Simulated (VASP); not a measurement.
A run of VASP 6.6.1:

Contents of INCAR:

```
  ALGO = Normal
  EDIFF = 1E-6
  ENCUT = 520
  GGA = PS
  ISIF = 2
  ISMEAR = -1
  LASPH = T
  LCHARG = T
  LELF = T
  LREAL = F
  LVHAR = T
  LWAVE = F
  NBANDS = 18
  NELM = 100
  PREC = Accurate
  SIGMA = 0.1
```

File KPOINTS:

```
k-points
0
Gamma
  14 14 14
```

Contents of POSCAR:

```
ScZn
1.0
    3.2232830275      0.0000000000      0.0000000000
    0.0000000000      3.2232830275      0.0000000000
    0.0000000000      0.0000000000      3.2232830275
Sc Zn
1 1
Direct
    0.0000000000      0.0000000000      0.0000000000
    0.5000000000      0.5000000000      0.5000000000
```

Potentials or basis: VASP PAW PBE potentials, release 64 (Sc_sv, Zn).

Command:

```console
$ cat potpaw_PBE.64/Sc_sv/POTCAR potpaw_PBE.64/Zn/POTCAR > POTCAR
$ mpirun -np 1 vasp_std > vasp.out
```

Hardware: 1 thread of Intel(R) Xeon(R) Platinum 8259CL CPU @ 2.50GHz (Skylake/Cascade Lake), on a shared host.

Problem. Estimate the wall time of this run.

Solution. Run time: 39 s on 1 thread of Intel(R) Xeon(R) Platinum 8259CL CPU @ 2.50GHz (Skylake/Cascade Lake), on a shared host, peak memory 0.19 GiB. Counts: scf iterations 12, k points 120.
